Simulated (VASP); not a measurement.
Crystal: GaSbTe4.

```xyz
6
Lattice="4.3595 0.0000 0.0000 0.0000 4.3595 0.0000 0.0000 0.0000 11.3710" Properties=species:S:1:pos:R:3 pbc="T T T"
Ga    0.0000    0.0000    0.0000
Sb    0.0000    0.0000    5.6855
Te    2.1798    0.0000    5.6855
Te    0.0000    2.1798    5.6855
Te    0.0000    0.0000    2.0425
Te    0.0000    0.0000    9.3285
```

The cell was generated, and may not be a known phase.

```yaml
Program: VASP 6.6.1
Task: relaxation of cell and atoms
Functional: PBE
Potentials_or_basis: VASP PAW PBE potentials, release 64 (Ga_d, Sb, Te)
Cutoff: 600 eV
k_mesh: 4 × 4 × 2
Occupations: gaussian, width 0.1 eV
Spin: no spin polarisation
```

At the start: pressure 47.3 GPa; volume 36.02 Å³/atom.

Task: Where does the relaxation end?

Result: Over 29 steps the energy falls by 2942.7 meV/atom and the volume is 62.21 Å³/atom (+72.7 %); space group P4/mmm (No. 123, to 0.1 Å) before and after.

Step by step:
| step | energy change (eV) | largest force (eV/Å) | pressure (GPa) | volume (Å³) |
| --- | --- | --- | --- | --- |
| 1 | 0.0000 | 9.6187 | 47.33 | 216.11 |
| 2 | -12.2141 | 0.6786 | -2.15 | 740.10 |
| 3 | -16.9401 | 1.5309 | -0.80 | 404.06 |
| 4 | -16.9599 | 1.5027 | -0.63 | 399.44 |
| 5 | -16.9812 | 1.4366 | -0.24 | 390.29 |
| 6 | -17.4866 | 0.1400 | 0.04 | 388.77 |
| 7 | -17.4866 | 0.1519 | 0.04 | 388.76 |
| 8 | -17.4889 | 0.1233 | -0.02 | 389.61 |
| 9 | -17.4936 | 0.0496 | -0.21 | 392.16 |
| 10 | -17.4953 | 0.0737 | -0.53 | 397.24 |
| 11 | -17.4958 | 0.0322 | -0.42 | 395.49 |
| 12 | -17.4962 | 0.0309 | -0.43 | 395.52 |
| 13 | -17.4975 | 0.0267 | -0.44 | 395.63 |
| 14 | -17.5002 | 0.0207 | -0.46 | 395.84 |
| 15 | -17.5057 | 0.0069 | -0.51 | 396.24 |
| 16 | -17.5175 | 0.0234 | -0.58 | 397.03 |
| 17 | -17.5433 | 0.0911 | -0.70 | 398.45 |
| 18 | -17.5791 | 0.1890 | -0.71 | 400.71 |
| 19 | -17.5955 | 0.1867 | -0.52 | 396.41 |
| 20 | -17.5961 | 0.1791 | -0.46 | 395.40 |
| 21 | -17.6150 | 0.1275 | -0.41 | 391.67 |
| 22 | -17.6500 | 0.0279 | -0.21 | 380.58 |
| 23 | -17.6047 | 0.3548 | 0.40 | 358.82 |
| 24 | -17.6542 | 0.0940 | -0.10 | 375.94 |
| 25 | -17.6543 | 0.1015 | -0.09 | 375.42 |
| 26 | -17.6553 | 0.0630 | -0.01 | 373.96 |
| 27 | -17.6554 | 0.0502 | 0.02 | 373.49 |
| 28 | -17.6557 | 0.0429 | 0.02 | 373.44 |
| 29 | -17.6562 | 0.0224 | 0.02 | 373.27 |

Final structure:
```
CELL_PARAMETERS angstrom
5.79877 0.00000 0.00000
0.00000 5.79877 0.00000
0.00000 0.00000 11.10076
ATOMIC_POSITIONS crystal
Ga 0.00000 0.00000 0.00000
Sb 0.00000 0.00000 0.50000
Te 0.50000 0.00000 0.50000
Te 0.00000 0.50000 0.50000
Te 0.00000 0.00000 0.22284
Te 0.00000 0.00000 0.77716
```

Caveat: the k points lie up to 0.28 Å⁻¹ apart in the final cell, too coarse for converged energies and pressures of a metal; the volume moved by over 15 % at a fixed basis, so the end points are rough.
